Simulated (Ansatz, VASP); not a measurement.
This is a calculation of Sb for VASP 6.6.1.

Contents of INCAR:

```
PREC     = Accurate       # precision mode
ENCUT    = 500            # plane-wave cutoff, eV
EDIFF    = 1E-6           # SCF threshold, eV
ISMEAR   = -1             # smearing method
SIGMA    = 0.03           # smearing width, eV
LREAL    = F              # projectors in reciprocal space
LASPH    = T              # aspherical terms in the spheres
NELM     = 120            # most SCF steps
ALGO     = Normal         # electronic algorithm
ISIF     = 2              # what is computed and relaxed
LWAVE    = F              # write WAVECAR
LCHARG   = T              # write CHGCAR
GGA      = PE             # functional
LELF     = T              # ELF
LVHAR    = T            
NBANDS   = 8              # bands
GGA_COMPAT= F
```

Contents of KPOINTS:

```
regular mesh
0
Gamma
  5 5 5
```

POSCAR

```
Sb
1.0
    3.1600000000      0.0000000000      0.0000000000
    0.0000000000      3.1600000000      0.0000000000
    0.0000000000      0.0000000000      3.1600000000
Sb
1
Direct
    0.0000000000      0.0000000000      0.0000000000
```

Potentials or basis: VASP PAW PBE potentials, release 64 (Sb).

Command:

```sh
$ cat potpaw_PBE.64/Sb/POTCAR > POTCAR
$ mpirun -np 1 vasp_std > vasp.out
```

Task: Set up the same calculation for Ansatz 0.2.0. Potentials there: all-electron LAPW, scalar-relativistic.

Result: As run (the cutoff follows the program's own potentials):

The input input.yaml:

```yaml
crystal:
  lattice:
    - [3.16, 0.0, 0.0]
    - [0.0, 3.16, 0.0]
    - [0.0, 0.0, 3.16]
  atoms:
    - { symbol: Sb, position: [0.0, 0.0, 0.0] }
kpoints:
  mp_grid: { grid: [5, 5, 5] }
scf:
  occupations: { method: fermi_dirac, width: 0.03 }
hamiltonian:
  xc: pbe
  pseudopotentials: { kind: all_electron, lapw: { basis_error: 0.002 } }
output:
  forces: true
  stress: true
  eigenvalues: true
```

Potentials or basis: all-electron LAPW, scalar-relativistic.

Command:

```bash
$ ansatz run input.yaml --threads 1 --pin off --max-ram 3072MiB --backend cpu --events-out ev --progress --plain --runs-dir out
```

Both were run:

|  | VASP | Ansatz | Ansatz less VASP |
| --- | --- | --- | --- |
| gap on the k mesh at the Fermi level (eV) | none | none | - |
| pressure (GPa) | -2.4 | -2.3 | +0.06 |

A gap of «none» marks a metal or a gap that the smearing closes. Ansatz ran all-electron here, and VASP with PAW potentials.

The k mesh is coarse, so the values compare programs but aren't converged. Neither program's run includes spin-orbit coupling. Noted on Ansatz's run: the k mesh is thin for a metal, which can move the energy by tens of meV per atom.
